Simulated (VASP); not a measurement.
# Al2Pt (Fm-3m) in VASP: notebook, part 3 of 3

VASP 6.6.1.

## Step 4: Single point, PBE+D3(BJ)

This run uses another cell than the first one, of 17.20 Å³/atom, 1.013 times its volume.

The input, INCAR:

```
SYSTEM = Al2Pt
PREC = Accurate ; ENCUT = 520
EDIFF = 1E-6 ; ISMEAR = -1
SIGMA = 0.05 ; LREAL = .False.
LASPH = .True. ; NELM = 100
ALGO = Fast ; ISIF = 2
LWAVE = .False. ; LCHARG = .True.
GGA = PE ; IVDW = 12
LELF = .True. ; LVHAR = .True.
NBANDS = 15
```

The input, KPOINTS:

```
Automatic mesh
0
Gamma
  8 8 8
  0 0 0
```

The input, POSCAR:

```
Al2Pt
1.0
    0.0000000000      2.9550000000      2.9550000000
    2.9550000000      0.0000000000      2.9550000000
    2.9550000000      2.9550000000      0.0000000000
Pt Al
1 2
Direct
    0.0000000000      0.0000000000      0.0000000000
    0.7500000000      0.7500000000      0.7500000000
    0.2500000000      0.2500000000      0.2500000000
```

Potentials or basis: VASP PAW PBE potentials, release 64 (Pt, Al).

Run with:

```console
> cat potpaw_PBE.64/Pt/POTCAR potpaw_PBE.64/Al/POTCAR > POTCAR
> mpirun -np 1 vasp_std > vasp.out
```

OUTCAR:

```text
SYSTEM = Al2Pt
   PREC = Accurate
   ENCUT = 520
   EDIFF = 1E-6
   ISMEAR = -1
   LREAL = .False.
   LASPH = .True.
   NELM = 100
   ISIF = 2
   GGA = PE
   IVDW = 12
 IVDW          = 12

 ion  position               nearest neighbor table
   1  0.000  0.000  0.000-   2 2.56   2 2.56   2 2.56   2 2.56   3 2.56   3 2.56   3 2.56   3 2.56

   2  0.750  0.750  0.750-   1 2.56   1 2.56   1 2.56   1 2.56   3 2.96   3 2.96   3 2.96   3 2.96
                             3 2.96   3 2.96
   3  0.250  0.250  0.250-   1 2.56   1 2.56   1 2.56   1 2.56   2 2.96   2 2.96   2 2.96   2 2.96
                             2 2.96   2 2.96

  LATTYP: Found a face centered cubic cell.
 ALAT       =     5.9100000000

  Lattice vectors:

 A1 = (   0.0000000000,   2.9550000000,   2.9550000000)
 A2 = (   2.9550000000,   0.0000000000,   2.9550000000)
 A3 = (   2.9550000000,   2.9550000000,   0.0000000000)

Analysis of symmetry for initial positions (statically):
=====================================================================
 Subroutine PRICEL returns:
 Original cell was already a primitive cell.

 Routine SETGRP: Setting up the symmetry group for a
 face centered cubic supercell.

 Subroutine GETGRP returns: Found 48 space group operations
 (whereof 48 operations were pure point group operations)
 out of a pool of 48 trial point group operations.

The static configuration has the point symmetry O_h .

Analysis of symmetry for dynamics (positions and initial velocities):
=====================================================================
 Subroutine PRICEL returns:
 Original cell was already a primitive cell.

 Routine SETGRP: Setting up the symmetry group for a
 face centered cubic supercell.

 Subroutine GETGRP returns: Found 48 space group operations
 (whereof 48 operations were pure point group operations)
 out of a pool of 48 trial point group operations.

The dynamic configuration has the point symmetry O_h .

 Subroutine INISYM returns: Found 48 space group operations
 (whereof 48 operations are pure point group operations),
 and found     1 'primitive' translations

----------------------------------------------------------------------------------------

                                     Primitive cell

  volume of cell :      51.6063

  direct lattice vectors                    reciprocal lattice vectors
     0.000000000  2.955000000  2.955000000    -0.169204738  0.169204738  0.169204738
     2.955000000  0.000000000  2.955000000     0.169204738 -0.169204738  0.169204738
     2.955000000  2.955000000  0.000000000     0.169204738  0.169204738 -0.169204738

  length of vectors
     4.179001077  4.179001077  4.179001077     0.293071203  0.293071203  0.293071203

  position of ions in fractional coordinates (direct lattice)
     0.000000000  0.000000000  0.000000000
     0.750000000  0.750000000  0.750000000
     0.250000000  0.250000000  0.250000000

  ion indices of the primitive-cell ions
   primitive index   ion index
                 1           1
                 2           2
                 3           3

----------------------------------------------------------------------------------------

 KPOINTS: Automatic mesh

Automatic generation of k-mesh.
 Grid dimensions read from file:
[... 49 lines left out ...]
   total plane-waves  NPLWV =  32768
   dimension x,y,z NGX =    32 NGY =   32 NGZ =   32
   dimension x,y,z NGXF=    64 NGYF=   64 NGZF=   64
   ions per type =               1   2
   NGX,Y,Z   is equivalent  to a cutoff of  12.73, 12.73, 12.73 a.u.
   NGXF,Y,Z  is equivalent  to a cutoff of  25.46, 25.46, 25.46 a.u.
 SYSTEM =  Al2Pt
   PREC   = accura    normal or accurate (medium, high low for compatibility)
   ISTART =      0    job   : 0-new  1-cont  2-samecut
   ICHARG =      2    charge: 1-file 2-atom 10-const
   ISPIN  =      1    spin polarized calculation?
   LNONCOLLINEAR =      F non collinear calculations
   LSORBIT =      F    spin-orbit coupling
   LASPH  =      T    aspherical Exc in radial PAW
   ENCUT  =  520.0 eV  38.22 Ry    6.18 a.u.   7.77  7.77  7.77*2*pi/ulx,y,z
   NELM   =    100;   NELMIN=  2; NELMDL= -5     # of ELM steps
   EDIFF  = 0.1E-05   stopping-criterion for ELM
   LREAL  =      F    real-space projection
   EDIFFG = 0.1E-04   stopping-criterion for IOM
   NSW    =      0    number of steps for IOM
   IBRION =     -1    ionic relax: 0-MD 1-quasi-New 2-CG
   NFREE  =      0    steps in history (QN), initial steepest desc. (CG)
   ISIF   =      2    stress and relaxation
   ISYM   =      2    0-nonsym 1-usesym 2-fastsym
   POTIM  = 0.5000    time-step for ionic-motion
   TEBEG  =    0.0;   TEEND  =   0.0 temperature during run
   PSTRESS=    0.0 pullay stress
   NELECT =      16.0000    total number of electrons
   NUPDOWN=      -1.0000    fix difference up-down
   EMIN   =  10.00;   EMAX   =-10.00  energy-range for DOS
   EFERMI =   0.00;   METHOD = LEGACY
   ISMEAR =    -1;   SIGMA  =   0.05  broadening in eV -4-tet -1-fermi 0-gaus
   EFERMI_NEDOS =   21; number of points for ismear=-14 and -15
   IALGO  =     68    algorithm
   IMIX   =      4    mixing-type and parameters
     AMIX     =   0.40;   BMIX     =  1.00
     AMIX_MAG =   1.60;   BMIX_MAG =  1.00
  volume/ion in A,a.u.               =      17.20       116.09
  Fermi-wavevector in a.u.,A,eV,Ry     =   1.108019  2.093853 16.703966  1.227707
  Thomas-Fermi vector in A             =   2.244541
   LORBIT       =      0    0 simple, 1 ext, 2 COOP (PROOUT), +10 PAW based schemes
   GGA     = PE    functional components
   LHFCALC =     F    Hartree Fock is set to
   AEXX    =    0.0000 exact exchange contribution
   IVDW    =    12    specifies the selected vdW correction
   LEPSILON=     F    determine dielectric tensor
   LRPA    =     F    only Hartree local field effects (RPA)
 non-spin polarized calculation
 RMM-DIIS sequential band-by-band and
  energy-cutoff  :      520.00
  volume of cell :       51.61
 maximum number of plane-waves:      1411
   NGX = 15   NGY = 15   NGZ = 15

 number of electron      16.0000000 magnetization

 Free energy of the ion-electron system (eV)
  ---------------------------------------------------
  ext. energy  EPLUGINS =         0.00000000
  ---------------------------------------------------
  free energy    TOTEN  =       -16.23853098 eV

  energy without entropy =      -16.22598665  energy(sigma->0) =      -16.23225882

 E-fermi :   7.8699     XC(G=0): -10.7017

 val. band max:        7.7983951592   @ k =   0.3750   0.2500   0.0000
 cond. band min:       7.8978459886   @ k =  -0.3750   0.1250   0.0000
 fundamental gap:      0.0994508294
 Fermi energy:         7.8699481890

 k-point     1 :       0.0000    0.0000    0.0000
  band No.  band energies     occupation
      1      -2.3295      2.00000
      2       2.8483      2.00000
      3       2.8483      2.00000
      4       2.8483      2.00000
      5       4.2052      2.00000
      6       4.2052      2.00000
      7      10.8537      0.00000
      8      11.7224      0.00000
      9      11.7224      0.00000
     10      11.7224      0.00000
     11      13.3099      0.00000
     12      13.3099      0.00000
     13      13.3099      0.00000
     14      14.2357      0.00000
[... 401 lines left out ...]
      2       1.8279      2.00000
      3       3.0097      2.00000
      4       3.5000      2.00000
      5       3.7542      2.00000
      6       4.4067      2.00000
      7       4.6669      2.00000
      8       6.9240      2.00000
      9       8.0231      0.08925
     10      11.7625      0.00000
     11      13.0997      0.00000
     12      14.7525      0.00000
     13      15.1611      0.00000
     14      16.2932      0.00000
     15      16.8258      0.00000

 [... further k-points ...]

------------------------ aborting loop because EDIFF is reached ----------------------------------------

 Edisp (eV)   -1.28345

 E8    (eV) :    -0.5837

  FORCE on cell =-STRESS in cart. coord.  units (eV):
  Direction    XX          YY          ZZ          XY          YZ          ZX
  --------------------------------------------------------------------------------------
  -------------------------------------------------------------------------------------
  Total      -0.61040    -0.61040    -0.61040    -0.00000     0.00000     0.00000
  in kB     -18.95060   -18.95060   -18.95060    -0.00000     0.00000     0.00000
  external pressure =      -18.95 kB  Pullay stress =        0.00 kB

 VOLUME and BASIS-vectors are now :
 -----------------------------------------------------------------------------
  energy-cutoff  :      520.00
  volume of cell :       51.61
      direct lattice vectors                 reciprocal lattice vectors
     0.000000000  2.955000000  2.955000000    -0.169204738  0.169204738  0.169204738
     2.955000000  0.000000000  2.955000000     0.169204738 -0.169204738  0.169204738
     2.955000000  2.955000000  0.000000000     0.169204738  0.169204738 -0.169204738

 POSITION                                       TOTAL-FORCE (eV/Angst)
 -----------------------------------------------------------------------------------
      0.00000      0.00000      0.00000        -0.000000     -0.000000     -0.000000
      4.43250      4.43250      4.43250         0.000000      0.000000      0.000000
      1.47750      1.47750      1.47750        -0.000000     -0.000000      0.000000
 -----------------------------------------------------------------------------------
    total drift:                                0.000000     -0.000000      0.000000

  FREE ENERGIE OF THE ION-ELECTRON SYSTEM (eV)
  ---------------------------------------------------
  free  energy   TOTEN  =       -17.5219775674 eV

  energy  without entropy=      -17.5094332412  energy(sigma->0) =      -17.51570540
```

OSZICAR:

```text
N       E                     dE             d eps       ncg     rms          rms(c)
DAV:   1     0.480274344906E+02    0.48027E+02   -0.66274E+03   902   0.902E+02
DAV:   2    -0.153019562183E+02   -0.63329E+02   -0.55684E+02  1052   0.166E+02
DAV:   3    -0.167944722592E+02   -0.14925E+01   -0.14820E+01  1157   0.243E+01
DAV:   4    -0.168066670324E+02   -0.12195E-01   -0.12193E-01  1003   0.259E+00
DAV:   5    -0.168068914044E+02   -0.22437E-03   -0.22437E-03  1178   0.364E-01    0.857E+00
RMM:   6    -0.163448642969E+02    0.46203E+00   -0.16571E+00   876   0.813E+00    0.220E+00
RMM:   7    -0.162654427375E+02    0.79422E-01   -0.10226E-01   879   0.210E+00    0.160E+00
RMM:   8    -0.162383157741E+02    0.27127E-01   -0.31677E-02   895   0.141E+00    0.223E-01
RMM:   9    -0.162383574671E+02   -0.41693E-04   -0.52482E-03   963   0.524E-01    0.175E-01
RMM:  10    -0.162385545680E+02   -0.19710E-03   -0.13119E-03   935   0.235E-01    0.482E-02
RMM:  11    -0.162385267461E+02    0.27822E-04   -0.36074E-04   978   0.123E-01    0.182E-02
RMM:  12    -0.162385303568E+02   -0.36107E-05   -0.73769E-05  1000   0.516E-02    0.149E-02
RMM:  13    -0.162385319393E+02   -0.15825E-05   -0.17444E-05   969   0.257E-02    0.651E-03
RMM:  14    -0.162385309274E+02    0.10119E-05   -0.10394E-05   937   0.198E-02    0.430E-03
RMM:  15    -0.162385309790E+02   -0.51627E-07   -0.16892E-06   675   0.757E-03
   1 F= -.17521978E+02 E0= -.17515705E+02  d E =-.125443E-01
```

stdout:

```text
POSCAR found type information on POSCAR PtAl
 POSCAR found :  2 types and       3 ions
 scaLAPACK will be used
 LDA part: xc-table for (Slater+PW92), standard interpolation
 POSCAR, INCAR and KPOINTS ok, starting setup
 FFT: planning ... GRIDC
 FFT: planning ... GRID_SOFT
 FFT: planning ... GRID
 WAVECAR not read
 entering main loop
```

It took 9.7 s on 1 thread of Intel Xeon 6975P-C (Granite Rapids), shared host; peak memory 0.19 GiB.

Results:

```
Free energy                : -17.5220 eV
Pressure                   : -1.9 GPa
Band gap on the k mesh     : zero (band 8 reaches 11.72 eV, above the bottom of band 9 at 6.29 eV)
Dispersion energy per atom : -0.428 eV
```

Caveat: three body term missing; spin-orbit coupling is left out, which moves the levels of the heavy elements; pairwise dispersion overbinds metals, which lowers pressure and volume.

## Step 5: The runs side by side

```csv
cell,gap on the mesh (eV),pressure (GPa)
"a = 4.162 Å, angles 60.0°, 3 atoms",none,-0.2
"a = 4.168 Å, angles 60.0°, 3 atoms",none,-0.8
"a = 4.179 Å, angles 60.0°, 3 atoms",none,-1.9
```

Alike in all rows: task single point; level PBE+D3(BJ); potentials or basis VASP PAW PBE potentials, release 64 (Pt, Al); no spin polarisation; k mesh 8 × 8 × 8; cutoff (eV) 520; smearing fermi-dirac 0.05 eV.

Caveats: spin-orbit coupling is left out, which moves the levels of the heavy elements; pairwise dispersion overbinds metals, which lowers pressure and volume; three body term missing (some runs).

Total energies depend on the potentials used, so only differences within one code and one set of settings carry meaning.
